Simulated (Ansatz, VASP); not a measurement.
## HgTe: VASP beside Ansatz

```
Hg Te
1.0
     0.00000    3.01984    3.01984
     3.01984    0.00000    3.01984
     3.01984    3.01984    0.00000
Hg Te
1 1
Direct
  0.00000 0.00000 0.00000
  0.50000 0.50000 0.50000
```

Alike in both runs: task relaxation of cell and atoms; functional LDA; k mesh 12 × 12 × 12; occupations gaussian, width 0.1 eV; no spin polarisation.

```csv
,VASP,Ansatz
version,VASP 6.6.1,Ansatz 0.2.0
potentials or method,"VASP PAW LDA potentials, release 64 (Hg, Te), cutoff 600 eV","scalar-relativistic, plane waves, PAW"
valence electrons in the cell,18,36
```

```csv
,VASP,Ansatz,Ansatz less VASP
"gap on the k mesh at the Fermi level, each at its own relaxed structure (eV)",none,none,-
relaxed volume (Å³/atom),26.45,26.26,-0.186
relaxed cell length with the largest relative difference (Å),4.214,4.204,-0.0099
```

LDA's correlation is that of Perdew and Zunger in VASP and of Perdew and Wang (1992) in Ansatz. A gap of «none» marks a metal or a gap that the smearing closes. VASP's potentials hold 18 valence electrons a cell and Ansatz's 36, so a difference there can come from the potentials and not from the codes.

Spin-orbit coupling is off throughout.
